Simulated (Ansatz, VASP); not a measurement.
## One calculation of GaSb, two programs

```
Ga Sb
1.0
     0.00000    3.06458    3.06458
     3.06458    0.00000    3.06458
     3.06458    3.06458    0.00000
Ga Sb
1 1
Direct
  0.00000 0.00000 0.00000
  0.75000 0.75000 0.75000
```

Alike in both runs: functional PBE; dispersion D3(BJ); k mesh 16 × 16 × 16; occupations gaussian, width 0.1 eV; no spin polarisation.

Ansatz relaxed the structure, and its values are those at the end. VASP's run is a single point on that final structure, the one shown.

|  | VASP | Ansatz |
| --- | --- | --- |
| version | VASP 6.6.1 | Ansatz 0.2.0 |
| potentials or method | VASP PAW PBE potentials, release 64 (Ga_d, Sb), cutoff 520 eV | scalar-relativistic, plane waves, PAW |
| valence electrons in the cell | 18 | 28 |

|  | VASP | Ansatz | Ansatz less VASP |
| --- | --- | --- | --- |
| gap on the k mesh at the Fermi level (eV) | none | none | - |
| pressure (GPa) | 0.1 | 0.0 | -0.09 |

A gap of «none» marks a metal or a gap that the smearing closes. VASP's potentials hold 18 valence electrons a cell and Ansatz's 28, so a difference there can come from the potentials and not from the codes.

Spin-orbit coupling is off throughout.
